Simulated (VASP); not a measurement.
Runs of VASP 6.6.1 on Ti. The structure is that of space group P6_3/mmc (No. 194), or close to it. The cells are those of the table. 

```tsv
cell	further INCAR settings	gap on the mesh (eV)	pressure (GPa)
a = 3.021, b = 3.021, c = 4.399 Å, angles 90.0, 90.0, 120.0°, 2 atoms	ALGO = Fast; EDIFF = 1e-06; NBANDS = 19	none	(a)
a = 2.979, b = 2.979, c = 4.526 Å, angles 90.0, 90.0, 120.0°, 2 atoms	ALGO = Fast; EDIFF = 1e-06; NBANDS = 19	none	-0.3
a = 3.102, b = 3.102, c = 4.173 Å, angles 90.0, 90.0, 120.0°, 2 atoms	ALGO = Fast; EDIFF = 1e-06; NBANDS = 19	none	0.6
a = 2.847, b = 2.847, c = 4.956 Å, angles 90.0, 90.0, 120.0°, 2 atoms	ALGO = Fast; EDIFF = 1e-07; NBANDS = 19	none	-0.2
a = 2.765, b = 2.765, c = 5.252 Å, angles 90.0, 90.0, 120.0°, 2 atoms	ALGO = Fast; EDIFF = 1e-06; NBANDS = 19	none	-0.2
```

Alike in all rows: task single point; level PBE; potentials or basis VASP PAW PBE potentials, release 64 (Ti_sv); no spin polarisation; k mesh 24 × 24 × 14; cutoff (eV) 520; smearing gaussian 0.15 eV.

Problem. Estimate the missing entries.

Solution. (a) 0.1.

Caveats: the stress differs along the axes, from -3 to 6 GPa (at least some runs); the stress differs along the axes, from -4 to 10 GPa (at least some runs); the stress differs along the axes, from -7 to 3 GPa (at least some runs); the stress differs along the axes, from -10 to 5 GPa (at least some runs).

A gap of «none» marks levels without a gap at the run's occupations.
